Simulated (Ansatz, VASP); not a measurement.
BaTiO3: VASP beside Ansatz

```
Ba Ti O
1.0
     4.05243    0.00000    0.00000
     0.00000    4.05243    0.00000
     0.00000    0.00000    4.07087
Ba Ti O
1 1 3
Cartesian
  0.0000 0.0000 0.0000
  2.0262 2.0262 1.9622
  2.0262 2.0262 0.0651
  2.0262 0.0000 2.0965
  0.0000 2.0262 2.0965
```

Change from the starting cell: volume scaled by 1.04, crystal datasets.

Alike in both runs: task electric field gradients; functional PBE; k mesh 7 × 7 × 7; occupations fermi-dirac, width 0.08 eV; no spin polarisation.

|  | VASP | Ansatz |
| --- | --- | --- |
| version | VASP 6.6.1 | Ansatz 0.2.0 |
| potentials or method | VASP PAW PBE potentials, release 64 (Ba_sv, Ti_sv, O), cutoff 520 eV | all-electron PAW with datasets made for the crystal, scalar-relativistic |

Ansatz gave:

| Property | Result |
| --- | --- |
| pressure (GPa) | -3.5 |
| traceless stress, the component that is largest in VASP (GPa) | 0.81 |
| rms of the force components (eV/Å) | 0.180 |
| size of Vzz on the site where it differs most (V/Å²) | 1.7 |

Q: Estimate VASP's values.

A: Pressure (GPa): -2.0; traceless stress, the component that is largest in VASP (GPa): 0.87; rms of the force components (eV/Å): 0.168; size of Vzz on the site where it differs most (V/Å²): 2.0.

Atom by atom the forces differ by 0.017 eV/Å (rms over components). Ansatz ran all-electron here, and VASP with PAW potentials.

Spin-orbit coupling is off throughout.
